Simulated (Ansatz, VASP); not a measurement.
Al6H in VASP and in Ansatz

File INCAR:

```
PREC = Accurate
ENCUT = 520
EDIFF = 1E-6
ISMEAR = 0
SIGMA = 0.1
LREAL = F
LASPH = T
NELM = 80
ALGO = Normal
ISIF = 2
LWAVE = F
LCHARG = T
LDIPOL = T
IDIPOL = 3
DIPOL = 0.5 0.5 0.293
GGA = PE
LELF = T
LVHAR = T
LVACPOTAV = T
NBANDS = 32
```

The input KPOINTS:

```
Automatic mesh
0
Gamma
  5 5 1
```

File POSCAR:

```
Al6H
1.0
    5.7135165837      0.0000000000      0.0000000000
    0.0000000000      5.7135165837      0.0000000000
    0.0000000000      0.0000000000     22.1746954375
Al H
12 2
Direct
    0.2500000000      0.2500000000      0.1803857921
    0.2500000000      0.7500000000      0.1803857921
    0.7500000000      0.2500000000      0.1803857921
    0.7500000000      0.7500000000      0.1803857921
    0.0000000000      0.0000000000      0.2744050924
    0.0000000000      0.5000000000      0.2744050924
    0.5000000000      0.0000000000      0.2744050924
    0.5000000000      0.5000000000      0.2744050924
    0.2500000000      0.2500000000      0.3686497278
    0.2500000000      0.7500000000      0.3686497278
    0.7500000000      0.2500000000      0.3686497278
    0.7500000000      0.7500000000      0.3686497278
    0.0000000000     -0.0656338342      0.4033739928
    0.0000000000      0.0656338342      0.4033739928
```

Input for Ansatz:

```yaml
crystal:
  lattice:
    - [5.7135165837, 0.0, 0.0]
    - [0.0, 5.7135165837, 0.0]
    - [0.0, 0.0, 22.1746954375]
  atoms:
    - { symbol: Al, position: [0.25, 0.25, 0.1803857921] }
    - { symbol: Al, position: [0.25, 0.75, 0.1803857921] }
    - { symbol: Al, position: [0.75, 0.25, 0.1803857921] }
    - { symbol: Al, position: [0.75, 0.75, 0.1803857921] }
    - { symbol: Al, position: [0.0, 0.0, 0.2744050924] }
    - { symbol: Al, position: [0.0, 0.5, 0.2744050924] }
    - { symbol: Al, position: [0.5, 0.0, 0.2744050924] }
    - { symbol: Al, position: [0.5, 0.5, 0.2744050924] }
    - { symbol: Al, position: [0.25, 0.25, 0.3686497278] }
    - { symbol: Al, position: [0.25, 0.75, 0.3686497278] }
    - { symbol: Al, position: [0.75, 0.25, 0.3686497278] }
    - { symbol: Al, position: [0.75, 0.75, 0.3686497278] }
    - { symbol: H, position: [0.0, -0.0656338342, 0.4033739928] }
    - { symbol: H, position: [0.0, 0.0656338342, 0.4033739928] }
basis:
  ecutwfc: 420
kpoints:
  mp_grid: { grid: [5, 5, 1] }
hamiltonian:
  xc: pbe
  pseudopotentials: { kind: paw, azcp: { folder: soft_1 } }
scf:
  occupations: { method: gaussian, width: 0.1 }
output:
  forces: true
  eigenvalues: true
efield:
  axis: 3
  dipole_correction: true
  ramp_width: 0.04
```

Alike in both runs: task single point; functional PBE; k mesh 5 × 5 × 1; occupations gaussian, width 0.1 eV; no spin polarisation.

```csv
,VASP,Ansatz
version,VASP 6.6.1,Ansatz 0.2.0
potentials or method,"VASP PAW PBE potentials, release 64 (Al, H), cutoff 520 eV","scalar-relativistic, plane waves, PAW"
valence electrons in the cell,38,38
```

|  | VASP | Ansatz | Ansatz less VASP |
| --- | --- | --- | --- |
| gap on the k mesh at the Fermi level (eV) | none | none | - |
| rms of the force components (eV/Å) | 0.836 | 0.839 | +0.0029 |
| work function, face that differs most (eV) | 4.39 | 4.38 | -0.003 |

Atom by atom the forces differ by 0.003 eV/Å (rms over components). A gap of «none» marks a metal or a gap that the smearing closes.
